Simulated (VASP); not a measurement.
Runs of VASP 6.6.1 on AlN. The structure is that of space group P6_3mc (No. 186), or close to it. The cells are those of the table. 

| cell | gap on the mesh (eV) | pressure (GPa) | largest force (eV/Å) |
| --- | --- | --- | --- |
| a = 3.113, b = 3.113, c = 4.981 Å, angles 90.0, 90.0, 120.0°, 4 atoms | 4.90 | -1.3 | 0.13 |
| a = 3.134, b = 3.134, c = 5.014 Å, angles 90.0, 90.0, 120.0°, 4 atoms | 4.72 | -5.3 | 0.11 |
| a = 3.049, b = 3.049, c = 4.879 Å, angles 90.0, 90.0, 120.0°, 4 atoms | 5.48 | 13.2 | 0.18 |
| a = 3.154, b = 3.154, c = 5.047 Å, angles 90.0, 90.0, 120.0°, 4 atoms | 4.54 | -8.9 | 0.10 |
| a = 3.174, b = 3.174, c = 5.079 Å, angles 90.0, 90.0, 120.0°, 4 atoms | (b) | -12.1 | 0.08 |
| a = 3.071, b = 3.071, c = 4.914 Å, angles 90.0, 90.0, 120.0°, 4 atoms | (a) | 7.9 | 0.16 |
| a = 3.092, b = 3.092, c = 4.948 Å, angles 90.0, 90.0, 120.0°, 4 atoms | 5.09 | 3.1 | 0.14 |

Alike in all rows: task single point; level r2SCAN; potentials or basis VASP PAW PBE potentials, release 64 (Al, N); no spin polarisation; k mesh 12 × 12 × 4; cutoff (eV) 520; smearing gaussian 0.01 eV.

Question: Estimate the missing entries.

Answer: (a) 5.28; (b) 4.37.

Caveats: the PAW data sets were made with another functional, which shifts forces and pressure a little.

A k mesh can miss the band edges.
